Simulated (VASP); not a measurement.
A run of VASP 6.6.1 is set up as follows.

The input INCAR:

```
PREC = Accurate
ENCUT = 520
EDIFF = 1E-6
ISMEAR = -1
SIGMA = 0.05
LREAL = False
LASPH = True
NELM = 80
ALGO = Normal
ISIF = 2
LWAVE = False
LCHARG = True
GGA = PS
LELF = True
LVHAR = True
NBANDS = 19
```

Contents of KPOINTS:

```
Automatic mesh
0
Gamma
  12 12 12
```

File POSCAR:

```
Hg
1.0
    0.0000000000      2.9386048670      2.9386048670
    2.9386048670      0.0000000000      2.9386048670
    2.9386048670      2.9386048670      0.0000000000
Hg
2
Direct
   -0.1250000000     -0.1250000000     -0.1250000000
    0.1250000000      0.1250000000      0.1250000000
```

Potentials or basis: VASP PAW PBE potentials, release 64 (Hg).

The run is started by

```console
$ cat potpaw_PBE.64/Hg/POTCAR > POTCAR
$ mpirun -np 1 vasp_std > vasp.out
```

(1) What does it give for the pressure?

(2) What does it give for the band gap on the k mesh?

Answers

(1) 22.7 GPa.

(2) zero (bands 12 and 13 overlap by 7.10 eV).

Caveat: the cell stands under pressure; the PAW data sets were made with another functional, which shifts forces and pressure a little; spin-orbit coupling is left out, which moves the levels of the heavy elements.
